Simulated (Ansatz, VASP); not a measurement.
One calculation of ZrSb2S4, two programs

```
Zr Sb S
1.0
    -3.44617    3.44617    3.48827
     3.44617   -3.44617    3.48827
     3.44617    3.44617   -3.48827
Zr Sb S
1 2 4
Direct
  0.00000 0.00000 0.00000
  0.75000 0.25000 0.50000
  0.25000 0.75000 0.50000
  0.25593 0.25593 0.51186
  0.25593 0.74407 0.00000
  0.74407 0.74407 0.48814
  0.74407 0.25593 0.00000
```

Alike in both runs: functional PBE; k mesh 8 × 8 × 8; occupations gaussian, width 0.1 eV; no spin polarisation.

Ansatz relaxed the structure, and its values are those at the end. VASP's run is a single point on that final structure, the one shown.

```csv
,VASP,Ansatz
version,VASP 6.6.1,Ansatz 0.2.0
potentials or method,"VASP PAW PBE potentials, release 64 (Zr_sv, Sb, S), cutoff 520 eV","scalar-relativistic, plane waves, PAW"
valence electrons in the cell,46,66
```

|  | VASP | Ansatz | Ansatz less VASP |
| --- | --- | --- | --- |
| gap on the k mesh at the Fermi level (eV) | none | none | - |
| pressure (GPa) | -0.2 | 0.0 | +0.17 |
| rms of the force components (eV/Å) | 0.005 | 0.003 | -0.0028 |

A gap of «none» marks a metal or a gap that the smearing closes. The functional is the same, so the differences come from potentials, cutoffs and numerics. VASP's potentials hold 46 valence electrons a cell and Ansatz's 66, so a difference there can come from the potentials and not from the codes.

Neither program's run includes spin-orbit coupling.
